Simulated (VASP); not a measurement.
SnTe, 2 atoms in the cell. It takes space group Fm-3m (No. 225, cubic). The conventional cell has a = 6.355 Å, b = 6.355 Å, c = 6.355 Å, α = 90.00°, β = 90.00°, γ = 90.00°. Sn (site symmetry m-3m) has 6 Te at 3.18 Å within 4.2 Å. Te (site symmetry m-3m) has 6 Sn at 3.18 Å within 4.2 Å.  This cell differs from its parent crystal: volume scaled by 1.02.

| Item | Value |
| --- | --- |
| Program | VASP 6.6.1 |
| Task | electric field gradients |
| Functional | LDA |
| Potentials or basis | VASP PAW LDA potentials, release 64 (Sn_d, Te) |
| Cutoff | 520 eV |
| k mesh | 11 × 11 × 11 |
| Occupations | fermi-dirac, width 0.08 eV |
| Spin | no spin polarisation |
| Dipole correction | no |
| Further INCAR settings | ALGO = Normal; EDIFF = 1e-08; NBANDS = 17 |

Potentials or basis: VASP PAW LDA potentials, release 64 (Sn_d, Te).

Command:

```bash
$ cat potpaw_LDA.64/Sn_d/POTCAR potpaw_LDA.64/Te/POTCAR > POTCAR
$ mpirun -np 1 vasp_std > vasp.out
```

Hardware: 1 thread of Intel Xeon 6975P-C, with other jobs on the host.

**Question.** How long does it take, and how much memory?

**Answer.** Wall time 67 s on 1 thread of Intel Xeon 6975P-C (shared host), peak memory 0.21 GiB. Counts: scf iterations 15, k points 56.
